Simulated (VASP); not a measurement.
# MgS (v.bA) (F-43m) in VASP: a series of runs

MgS (v.bA) is run at these levels: PBEsol; tasks: single point.

Everything below comes from runs of VASP 6.6.1. Logs are shortened: lines on timing, memory, paths and dates and some standing lists are left out, and cuts for length are marked.

**1. The cell of the first run**

The structure is cubic, space group F-43m (No. 216). The conventional cell has a = 5.652 Å, b = 5.652 Å, c = 5.652 Å, α = 90.00°, β = 90.00°, γ = 90.00°. Mg (site symmetry -43m) has 4 S at 2.45 Å within 3.2 Å. S (site symmetry -43m) has 4 Mg at 2.45 Å within 3.2 Å.

**2. Single point, PBEsol**

Contents of INCAR:

```
SYSTEM = MgS
PREC = Accurate
ENCUT = 600
EDIFF = 1E-6
ISMEAR = 0
SIGMA = 0.02
LREAL = .False.
LASPH = .True.
NELM = 120
ALGO = Normal
ISIF = 2
LWAVE = .False.
LCHARG = .True.
GGA = PS
LELF = .True.
LVHAR = .True.
NBANDS = 11
GGA_COMPAT = .False.
```

Contents of KPOINTS:

```
Automatic mesh
0
Gamma
  8 8 8
  0 0 0
```

Contents of POSCAR:

```
MgS
1.0
    0.0000000000      2.8257734834      2.8257734834
    2.8257734834      0.0000000000      2.8257734834
    2.8257734834      2.8257734834      0.0000000000
Mg S
1 1
Direct
    0.0000000000      0.0000000000      0.0000000000
    0.2500000000      0.2500000000      0.2500000000
```

Potentials or basis: VASP PAW PBE potentials, release 64 (Mg, S).

Launch:

```sh
> cat potpaw_PBE.64/Mg/POTCAR potpaw_PBE.64/S/POTCAR > POTCAR
> mpirun -np 1 vasp_std > vasp.out
```

OUTCAR:

```text
SYSTEM = MgS
   PREC = Accurate
   ENCUT = 600
   EDIFF = 1E-6
   ISMEAR = 0
   LREAL = .False.
   LASPH = .True.
   NELM = 120
   ISIF = 2
   GGA = PS

 ion  position               nearest neighbor table
   1  0.000  0.000  0.000-   2 2.45   2 2.45   2 2.45   2 2.45
   2  0.250  0.250  0.250-   1 2.45   1 2.45   1 2.45   1 2.45

  LATTYP: Found a face centered cubic cell.
 ALAT       =     5.6515469668

  Lattice vectors:

 A1 = (   0.0000000000,   2.8257734834,   2.8257734834)
 A2 = (   2.8257734834,   0.0000000000,   2.8257734834)
 A3 = (   2.8257734834,   2.8257734834,   0.0000000000)

Analysis of symmetry for initial positions (statically):
=====================================================================
 Subroutine PRICEL returns:
 Original cell was already a primitive cell.

 Routine SETGRP: Setting up the symmetry group for a
 face centered cubic supercell.

 Subroutine GETGRP returns: Found 24 space group operations
 (whereof 24 operations were pure point group operations)
 out of a pool of 48 trial point group operations.

The static configuration has the point symmetry T_d .

Analysis of symmetry for dynamics (positions and initial velocities):
=====================================================================
 Subroutine PRICEL returns:
 Original cell was already a primitive cell.

 Routine SETGRP: Setting up the symmetry group for a
 face centered cubic supercell.

 Subroutine GETGRP returns: Found 24 space group operations
 (whereof 24 operations were pure point group operations)
 out of a pool of 48 trial point group operations.

The dynamic configuration has the point symmetry T_d .

 Subroutine INISYM returns: Found 24 space group operations
 (whereof 24 operations are pure point group operations),
 and found     1 'primitive' translations

----------------------------------------------------------------------------------------

                                     Primitive cell

  volume of cell :      45.1276

  direct lattice vectors                    reciprocal lattice vectors
     0.000000000  2.825773483  2.825773483    -0.176942704  0.176942704  0.176942704
     2.825773483  0.000000000  2.825773483     0.176942704 -0.176942704  0.176942704
     2.825773483  2.825773483  0.000000000     0.176942704  0.176942704 -0.176942704

  length of vectors
     3.996247184  3.996247184  3.996247184     0.306473753  0.306473753  0.306473753

  position of ions in fractional coordinates (direct lattice)
     0.000000000  0.000000000  0.000000000
     0.250000000  0.250000000  0.250000000

  ion indices of the primitive-cell ions
   primitive index   ion index
                 1           1
                 2           2

----------------------------------------------------------------------------------------

 KPOINTS: Automatic mesh

Automatic generation of k-mesh.
 Grid dimensions read from file:
 generate k-points for:    8    8    8

 Generating k-lattice:

  Cartesian coordinates                     Fractional coordinates (reciprocal lattice)
    -0.022117838  0.022117838  0.022117838     0.125000000  0.000000000  0.000000000
     0.022117838 -0.022117838  0.022117838     0.000000000  0.125000000  0.000000000
     0.022117838  0.022117838 -0.022117838     0.000000000  0.000000000  0.125000000

  Length of vectors
     0.038309219  0.038309219  0.038309219

  Shift w.r.t. Gamma in fractional coordinates (k-lattice)
     0.000000000  0.000000000  0.000000000

 Subroutine IBZKPT returns following result:
 ===========================================

 Found     29 irreducible k-points:

 Following reciprocal coordinates:
            Coordinates               Weight
  0.000000  0.000000  0.000000      1.000000
  0.125000  0.000000  0.000000      8.000000
  0.250000  0.000000  0.000000      8.000000
  0.375000  0.000000  0.000000      8.000000
  0.500000  0.000000  0.000000      4.000000
  0.125000  0.125000  0.000000      6.000000
[... 16 lines left out ...]
  0.500000  0.250000  0.125000     48.000000
 -0.375000  0.250000  0.125000     24.000000
 [... further k-points ...]
   k-points           NKPTS =     29   k-points in BZ     NKDIM =     29   number of bands    NBANDS=     11
   number of dos      NEDOS =    301   number of ions     NIONS =      2
   total plane-waves  NPLWV =  32768
   dimension x,y,z NGX =    32 NGY =   32 NGZ =   32
   dimension x,y,z NGXF=    64 NGYF=   64 NGZF=   64
   ions per type =               1   1
   NGX,Y,Z   is equivalent  to a cutoff of  13.31, 13.31, 13.31 a.u.
   NGXF,Y,Z  is equivalent  to a cutoff of  26.62, 26.62, 26.62 a.u.
 SYSTEM =  MgS
   PREC   = accura    normal or accurate (medium, high low for compatibility)
   ISTART =      0    job   : 0-new  1-cont  2-samecut
   ICHARG =      2    charge: 1-file 2-atom 10-const
   ISPIN  =      1    spin polarized calculation?
   LNONCOLLINEAR =      F non collinear calculations
   LSORBIT =      F    spin-orbit coupling
   LASPH  =      T    aspherical Exc in radial PAW
   ENCUT  =  600.0 eV  44.10 Ry    6.64 a.u.   7.98  7.98  7.98*2*pi/ulx,y,z
   NELM   =    120;   NELMIN=  2; NELMDL= -5     # of ELM steps
   EDIFF  = 0.1E-05   stopping-criterion for ELM
   LREAL  =      F    real-space projection
   EDIFFG = 0.1E-04   stopping-criterion for IOM
   NSW    =      0    number of steps for IOM
   IBRION =     -1    ionic relax: 0-MD 1-quasi-New 2-CG
   NFREE  =      0    steps in history (QN), initial steepest desc. (CG)
   ISIF   =      2    stress and relaxation
   ISYM   =      2    0-nonsym 1-usesym 2-fastsym
   POTIM  = 0.5000    time-step for ionic-motion
   TEBEG  =    0.0;   TEEND  =   0.0 temperature during run
   PSTRESS=    0.0 pullay stress
   NELECT =       8.0000    total number of electrons
   NUPDOWN=      -1.0000    fix difference up-down
   EMIN   =  10.00;   EMAX   =-10.00  energy-range for DOS
   EFERMI =   0.00;   METHOD = LEGACY
   ISMEAR =     0;   SIGMA  =   0.02  broadening in eV -4-tet -1-fermi 0-gaus
   EFERMI_NEDOS =   21; number of points for ismear=-14 and -15
   IALGO  =     38    algorithm
   IMIX   =      4    mixing-type and parameters
     AMIX     =   0.40;   BMIX     =  1.00
     AMIX_MAG =   1.60;   BMIX_MAG =  1.00
  volume/ion in A,a.u.               =      22.56       152.27
  Fermi-wavevector in a.u.,A,eV,Ry     =   0.919653  1.737893 11.507294  0.845762
  Thomas-Fermi vector in A             =   2.044871
   LORBIT       =      0    0 simple, 1 ext, 2 COOP (PROOUT), +10 PAW based schemes
   GGA     = PS    functional components
   LHFCALC =     F    Hartree Fock is set to
   AEXX    =    0.0000 exact exchange contribution
   IVDW    =     0    specifies the selected vdW correction
   LEPSILON=     F    determine dielectric tensor
   LRPA    =     F    only Hartree local field effects (RPA)
 non-spin polarized calculation
 Gauss-broadening in eV      SIGMA  =   0.02
  energy-cutoff  :      600.00
  volume of cell :       45.13
 maximum number of plane-waves:      1540
   NGX = 15   NGY = 15   NGZ = 15

 number of electron       8.0000000 magnetization

 Free energy of the ion-electron system (eV)
  ---------------------------------------------------
  ext. energy  EPLUGINS =         0.00000000
  ---------------------------------------------------
  free energy    TOTEN  =        -8.91806681 eV

  energy without entropy =       -8.91806681  energy(sigma->0) =       -8.91806681

 E-fermi :   1.1638     XC(G=0):  -8.5979

 val. band max:        1.0352196313   @ k =   0.0000   0.0000   0.0000
 cond. band min:       4.3580576746   @ k =   0.0000   0.0000   0.0000
 fundamental gap:      3.3228380433
 Fermi energy:         1.1637710192

 k-point     1 :       0.0000    0.0000    0.0000
  band No.  band energies     occupation
      1     -10.2521      2.00000
      2       1.0352      2.00000
      3       1.0352      2.00000
      4       1.0352      2.00000
      5       4.3581      0.00000
      6       8.9219      0.00000
      7       8.9219      0.00000
      8       8.9219      0.00000
      9      11.8304      0.00000
     10      11.8304      0.00000
     11      14.6267      0.00000

 k-point     2 :       0.1250    0.0000    0.0000
  band No.  band energies     occupation
      1     -10.1624      2.00000
      2       0.3310      2.00000
      3       0.9810      2.00000
      4       0.9810      2.00000
      5       5.0347      0.00000
      6       8.7275      0.00000
      7       9.1008      0.00000
      8       9.1008      0.00000
      9      11.3485      0.00000
     10      11.3485      0.00000
     11      13.9771      0.00000

 k-point     3 :       0.2500    0.0000    0.0000
  band No.  band energies     occupation
      1      -9.9299      2.00000
      2      -0.8658      2.00000
      3       0.8586      2.00000
      4       0.8586      2.00000
      5       5.8982      0.00000
      6       8.7448      0.00000
      7       9.1278      0.00000
      8       9.1278      0.00000
      9      11.3989      0.00000
     10      11.3989      0.00000
     11      13.1151      0.00000

 k-point     4 :       0.3750    0.0000    0.0000
  band No.  band energies     occupation
      1      -9.6689      2.00000
      2      -1.8090      2.00000
      3       0.7466      2.00000
      4       0.7466      2.00000
      5       6.0792      0.00000
      6       8.7585      0.00000
      7       8.7585      0.00000
      8       9.2685      0.00000
      9      12.7169      0.00000
     10      12.7169      0.00000
     11      13.1431      0.00000
[... 239 lines left out ...]
 k-point    22 :       0.3750    0.2500    0.1250
  band No.  band energies     occupation
      1      -9.7497      2.00000
      2      -1.0730      2.00000
      3       0.1702      2.00000
      4       0.6501      2.00000
      5       6.6215      0.00000
      6       7.9196      0.00000
      7       8.5199      0.00000
      8      10.1823      0.00000
      9      10.6920      0.00000
     10      13.3832      0.00000
     11      15.3477      0.00000

 k-point    23 :       0.5000    0.2500    0.1250
  band No.  band energies     occupation
      1      -9.5330      2.00000
      2      -1.5838      2.00000
      3      -0.1871      2.00000
      4       0.4696      2.00000
      5       6.8902      0.00000
      6       7.7206      0.00000
      7       8.8605      0.00000
      8      10.0150      0.00000
      9      11.8352      0.00000
     10      14.4704      0.00000
     11      15.0563      0.00000

 k-point    24 :      -0.3750    0.2500    0.1250
  band No.  band energies     occupation
      1      -9.4365      2.00000
      2      -1.8048      2.00000
      3      -0.2933      2.00000
      4       0.3726      2.00000
      5       6.9672      0.00000
      6       7.4307      0.00000
      7       9.7156      0.00000
      8       9.8099      0.00000
      9      12.3739      0.00000
     10      13.7906      0.00000
     11      15.2124      0.00000

 [... further k-points ...]
[... 5 lines left out ...]
  --------------------------------------------------------------------------------------
  -------------------------------------------------------------------------------------
  Total       -0.0181507     -0.0181507     -0.0181507      0.0000000      0.0000000      0.0000000
  in kB       -0.6444088     -0.6444088     -0.6444088      0.0000000      0.0000000      0.0000000
  external PRESSURE =      -0.6444088 kB  Pullay stress =       0.0000000 kB

 VOLUME and BASIS-vectors are now :
 -----------------------------------------------------------------------------
  energy-cutoff  :      600.00
  volume of cell :       45.13
      direct lattice vectors                 reciprocal lattice vectors
     0.000000000  2.825773483  2.825773483    -0.176942704  0.176942704  0.176942704
     2.825773483  0.000000000  2.825773483     0.176942704 -0.176942704  0.176942704
     2.825773483  2.825773483  0.000000000     0.176942704  0.176942704 -0.176942704

 POSITION                                       TOTAL-FORCE (eV/Angst)
 -----------------------------------------------------------------------------------
      0.00000      0.00000      0.00000         0.000000     -0.000000      0.000000
      1.41289      1.41289      1.41289        -0.000000      0.000000     -0.000000
 -----------------------------------------------------------------------------------
    total drift:                               -0.000000     -0.000000     -0.000000

  FREE ENERGIE OF THE ION-ELECTRON SYSTEM (eV)
  ---------------------------------------------------
  free  energy   TOTEN  =        -8.9180668112 eV

  energy  without entropy=       -8.9180668112  energy(sigma->0) =       -8.91806681
```

Run time: 8.8 s. Hardware: 1 thread of AMD EPYC 9R45 (Zen 5), shared host; peak memory 0.15 GiB.

Results:

| Property | Result |
| --- | --- |
| Free energy | -8.9181 eV |
| Pressure | -0.1 GPa |
| Band gap on the k mesh | 3.32 eV, direct |

Caveat: the PAW data sets were made with another functional, which shifts forces and pressure a little.

**3. Single point, PBEsol**

Contents of INCAR:

```
ALGO = Normal
EDIFF = 1E-6
ENCUT = 600
GGA = PS
GGA_COMPAT = False
ISIF = 2
ISMEAR = 0
LASPH = True
LCHARG = True
LELF = True
LREAL = False
LVHAR = True
LWAVE = False
NBANDS = 11
NELM = 120
PREC = Accurate
SIGMA = 0.02
```

Contents of KPOINTS:

```
k-points
0
Gamma
  8 8 8
```

POSCAR is that of step 2.

Potentials or basis: VASP PAW PBE potentials, release 64 (Mg, S).

Launch:

```sh
> cat potpaw_PBE.64/Mg/POTCAR potpaw_PBE.64/S/POTCAR > POTCAR
> mpirun -np 1 vasp_std > vasp.out
```

Wall time 9.1 s (1 thread of AMD EPYC 9R45 (Zen 5), shared host); peak memory 0.15 GiB.

It converged, with:

```
Free energy            : -8.9181 eV
Pressure               : -0.1 GPa
Band gap on the k mesh : 3.32 eV, direct
```

Levels at points of the mesh, in eV from the valence-band top:
```
           k point  band 2  band 3  band 4  band 5  band 6  band 7
(0.00, 0.00, 0.00)    0.00    0.00    0.00    3.32    7.89    7.89
(0.50, 0.00, 0.00)   -3.20   -0.33   -0.33    5.01    7.55    7.55
(0.50, 0.50, 0.00)   -2.87   -1.06   -1.06    3.71    5.55   11.08
```

Caveat: the PAW data sets were made with another functional, which shifts forces and pressure a little.
